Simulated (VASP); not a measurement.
# Cu (P6_3/mmc) in VASP: a series of runs, part 2 of 2

VASP 6.6.1. The steps go on from the part before.

### Step 4. Relaxation of shape and atoms at fixed volume, LDA

This run uses another cell than the first one, of 6.54 Å³/atom.

INCAR reads:

```
PREC = Accurate
ENCUT = 600
EDIFF = 1E-6
ISMEAR = -1
SIGMA = 0.1
LREAL = False
LASPH = True
NELM = 80
ALGO = Normal
ISIF = 4
LWAVE = False
LCHARG = False
GGA = CA
IBRION = 2
NSW = 50
EDIFFG = -0.005
```

KPOINTS reads:

```
regular mesh
0
Gamma
  17 17 10
```

POSCAR reads:

```
Cu
1.0
    2.0921120067      0.0000000000      0.0000000000
   -1.0460560034      1.8118221453      0.0000000000
    0.0000000000      0.0000000000      3.4488377202
Cu
2
Direct
    0.3333333333      0.6666666667      0.2500000000
    0.6666666667      0.3333333333      0.7500000000
```

Potentials or basis: VASP PAW LDA potentials, release 64 (Cu).

Started as:

```bash
$ cat potpaw_LDA.64/Cu/POTCAR > POTCAR
$ mpirun -np 1 vasp_std > vasp.out
```

OUTCAR:

```text
PREC = Accurate
   ENCUT = 600
   EDIFF = 1E-6
   ISMEAR = -1
   LREAL = False
   LASPH = True
   NELM = 80
   ISIF = 4
   GGA = CA
   IBRION = 2
   NSW = 50
   EDIFFG = -0.005

 ion  position               nearest neighbor table
   1  0.333  0.667  0.250-   2 2.11   2 2.11   2 2.11   2 2.11   2 2.11   2 2.11
   2  0.667  0.333  0.750-   1 2.11   1 2.11   1 2.11   1 2.11   1 2.11   1 2.11

  LATTYP: Found a hexagonal cell.
 ALAT       =     2.0921120067
 C/A-ratio  =     1.6484957350

  Lattice vectors:

 A1 = (   2.0921120067,   0.0000000000,   0.0000000000)
 A2 = (  -1.0460560034,   1.8118221453,   0.0000000000)
 A3 = (   0.0000000000,   0.0000000000,   3.4488377202)

Analysis of symmetry for initial positions (statically):
=====================================================================
 Subroutine PRICEL returns:
 Original cell was already a primitive cell.

 Routine SETGRP: Setting up the symmetry group for a
 hexagonal supercell.

 Subroutine GETGRP returns: Found 24 space group operations
 (whereof 12 operations were pure point group operations)
 out of a pool of 24 trial point group operations.

The static configuration has the point symmetry D_3d.
 The point group associated with its full space group is D_6h.

Analysis of symmetry for dynamics (positions and initial velocities):
=====================================================================
 Subroutine PRICEL returns:
[... 235 lines left out ...]
  ext. energy  EPLUGINS =         0.00000000
  ---------------------------------------------------
  free energy    TOTEN  =        -3.75099476 eV

  energy without entropy =       -3.74147178  energy(sigma->0) =       -3.74623327

 E-fermi :  18.0485     XC(G=0): -16.9525

 val. band max:       18.0435791095   @ k =   0.2353   0.2353   0.4000
 cond. band min:      18.1620827212   @ k =   0.4706   0.0588   0.0000
 fundamental gap:      0.1185036117
 Fermi energy:        18.0485166079

 k-point     1 :       0.0000    0.0000    0.0000
  band No.  band energies     occupation
      1       2.8573      2.00000
      2       7.7290      2.00000
      3      11.8017      2.00000
      4      11.9614      2.00000
      5      11.9614      2.00000
      6      12.5026      2.00000
      7      12.5026      2.00000
      8      13.2528      2.00000
      9      13.2528      2.00000
     10      14.6649      2.00000
     11      15.0655      2.00000
     12      15.0655      2.00000
     13      25.6166      0.00000
     14      43.3248      0.00000
[... 401 lines left out ...]
      2       9.4966      2.00000
      3       9.6999      2.00000
      4      10.0169      2.00000
      5      11.7340      2.00000
      6      11.9995      2.00000
      7      12.7586      2.00000
      8      13.2812      2.00000
      9      14.3713      2.00000
     10      15.0965      2.00000
     11      15.2307      2.00000
     12      23.7844      0.00000
     13      26.2923      0.00000
     14      32.7749      0.00000
     15      34.0497      0.00000

 [... further k-points ...]

------------------------ aborting loop because EDIFF is reached ----------------------------------------

  FORCE on cell =-STRESS in cart. coord.  units (eV):
  Direction    XX          YY          ZZ          XY          YZ          ZX
  --------------------------------------------------------------------------------------
  -------------------------------------------------------------------------------------
  Total       27.7806564     27.7806564     27.7836128     -0.0000000      0.0000000      0.0000000
  in kB     3404.7076745   3404.7076741   3405.0700103     -0.0000001      0.0000000      0.0000000
  external PRESSURE =    3404.8284530 kB  Pullay stress =       0.0000000 kB
[... 17 lines left out ...]
  FREE ENERGIE OF THE ION-ELECTRON SYSTEM (eV)
  ---------------------------------------------------
  free  energy   TOTEN  =        -3.7509947560 eV

  energy  without entropy=       -3.7414717815  energy(sigma->0) =       -3.74623327

 reached required accuracy - stopping structural energy minimisation
```

OSZICAR:

```text
N       E                     dE             d eps       ncg     rms          rms(c)
DAV:   1     0.116216209406E+03    0.11622E+03   -0.11606E+04  6580   0.342E+03
DAV:   2    -0.839141263962E+00   -0.11706E+03   -0.11364E+03  5940   0.361E+02
[... 17 lines left out ...]
   2 F= -.37490610E+01 E0= -.37441986E+01  d E =0.112698E-02
       N       E                     dE             d eps       ncg     rms          rms(c)
DAV:   1    -0.375708087690E+01   -0.80196E-02   -0.19273E-01  7877   0.497E+00    0.503E-01
DAV:   2    -0.375300499579E+01    0.40759E-02   -0.30605E-03  8176   0.146E+00    0.294E-01
DAV:   3    -0.375099269100E+01    0.20123E-02   -0.22533E-03  9495   0.141E+00    0.207E-02
DAV:   4    -0.375099498308E+01   -0.22921E-05   -0.64299E-05  8045   0.129E-01    0.115E-02
DAV:   5    -0.375099475604E+01    0.22704E-06   -0.81058E-07  4870   0.199E-02
   3 F= -.37509948E+01 E0= -.37462333E+01  d E =-.806800E-03
```

Run time: 42 s. Hardware: 1 thread of Intel Xeon 6975P-C (Granite Rapids), shared host; peak memory 0.15 GiB.

What came out:

```yaml
Free_energy: -3.7510 eV
Energy_gained_by_relaxing: 0.4 meV/atom
Ionic_steps: 3
Pressure_after_relaxing: 340.5 GPa
Band_gap_on_the_k_mesh: zero (bands 11 and 12 overlap by 8.98 eV)
```

The path:
| step | energy change (eV) | largest force (eV/Å) | pressure (GPa) | volume (Å³) |
| --- | --- | --- | --- | --- |
| 1 | 0.0000 | 0.0000 | 340.34 | 13.07 |
| 2 | 0.0011 | 0.0000 | 340.56 | 13.07 |
| 3 | -0.0008 | 0.0000 | 340.48 | 13.07 |

Final structure:
```cif
data_structure
_symmetry_space_group_name_H-M 'P 1'
_symmetry_Int_Tables_number 1
_cell_length_a 2.0954
_cell_length_b 2.0954
_cell_length_c 3.4379
_cell_angle_alpha 90.000
_cell_angle_beta 90.000
_cell_angle_gamma 120.000
_cell_volume 13.07
loop_
_atom_site_label
_atom_site_type_symbol
_atom_site_fract_x
_atom_site_fract_y
_atom_site_fract_z
_atom_site_occupancy
Cu1 Cu 0.33333 0.66667 0.25000 1
Cu2 Cu 0.66667 0.33333 0.75000 1
```

### Step 5. The runs side by side

```tsv
task	cell	gap on the mesh (eV)	pressure (GPa)
relaxation of shape and atoms at fixed volume	relaxed from a = 2.412, b = 2.412, c = 3.977 Å, angles 90.0, 90.0, 120.0°, 2 atoms	none	20.1
relaxation of cell and atoms	relaxed from a = 2.494, b = 2.494, c = 4.040 Å, angles 90.0, 90.0, 120.0°, 2 atoms	none	0.0
relaxation of shape and atoms at fixed volume	relaxed from a = 2.092, b = 2.092, c = 3.449 Å, angles 90.0, 90.0, 120.0°, 2 atoms	none	340.5
```

Alike in all rows: level LDA; potentials or basis VASP PAW LDA potentials, release 64 (Cu); no spin polarisation; k mesh 17 × 17 × 10; cutoff (eV) 600; smearing fermi-dirac 0.1 eV.

Absolute energies hang on the potentials; compare differences alone.
